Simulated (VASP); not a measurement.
The system is Sb2Se3.

```xyz
5
Lattice="2.0132 1.1623 9.6638 -2.0132 1.1623 9.6638 0.0000 -2.3246 9.6638" Properties=species:S:1:pos:R:3 pbc="T T T"
Sb    0.0000    0.0000   11.5390
Sb    0.0000    0.0000   17.4525
Se    0.0000    0.0000    6.2414
Se    0.0000    0.0000   22.7500
Se    0.0000    0.0000    0.0000
```

Base run:

- Program: VASP 6.6.1
- Functional: r2SCAN
- Potentials or basis: VASP PAW PBE potentials, release 64 (Sb, Se)
- Cutoff: 520 eV
- k mesh: 8 × 8 × 8
- Occupations: fermi-dirac, width 0.02 eV
- Spin: no spin polarisation

Its results: band gap on the k mesh 0.17 eV; pressure 0.9 GPa; largest force 0.019 eV/Å.

**Question.** The run is repeated on the same cell with these changes: functional from r2SCAN to LDA; potentials or basis from VASP PAW PBE potentials, release 64 (Sb, Se) to VASP PAW LDA potentials, release 64 (Sb, Se). What comes out?

**Answer.** Band gap on the k mesh 0.09 eV; pressure -2.0 GPa; largest force 0.076 eV/Å.

Caveats: semilocal functionals underestimate gaps, and a narrow one can read as zero; spin-orbit coupling is left out, which moves the levels of the heavy elements; the PAW data sets were made with another functional, which shifts forces and pressure a little (at least some runs).

A k mesh can miss the band edges.
